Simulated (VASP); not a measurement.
## C: single point with r2SCAN

The system is C.

```
C
1.0
     0.00000    2.09486    3.56176
     1.20950    0.00000    3.56176
     1.20950    2.09486    0.00000
C
2
Direct
  0.16670 0.83330 0.16670
  0.83330 0.16670 0.83330
```

This cell differs from its parent crystal: strain -0.015 along x and y, +0.000 along z.

```
Program             : VASP 6.6.1
Task                : single point
Functional          : r2SCAN
Potentials or basis : VASP PAW PBE potentials, release 64 (C)
Cutoff              : 520 eV
k mesh              : 14 × 14 × 14
Occupations         : gaussian, width 0.05 eV
Spin                : no spin polarisation
```

* Pressure: 13.7 GPa

Forces on the atoms (eV/Å):
```
C    0.000 -0.003  0.000
C    0.000  0.003  0.000
```

Stress tensor (GPa, compression positive):
```
20.62  0.00  0.00
 0.00 20.60  0.00
 0.00  0.00 -0.19
```

Wall time 5.3 min on 1 thread of Intel Xeon 8259CL, on a shared host, peak memory 0.19 GiB.

Caveat: the cell differs from its parent crystal (strain -0.015 along x and y, +0.000 along z); the cell stands under pressure; the PAW data sets were made with another functional, which shifts forces and pressure a little.
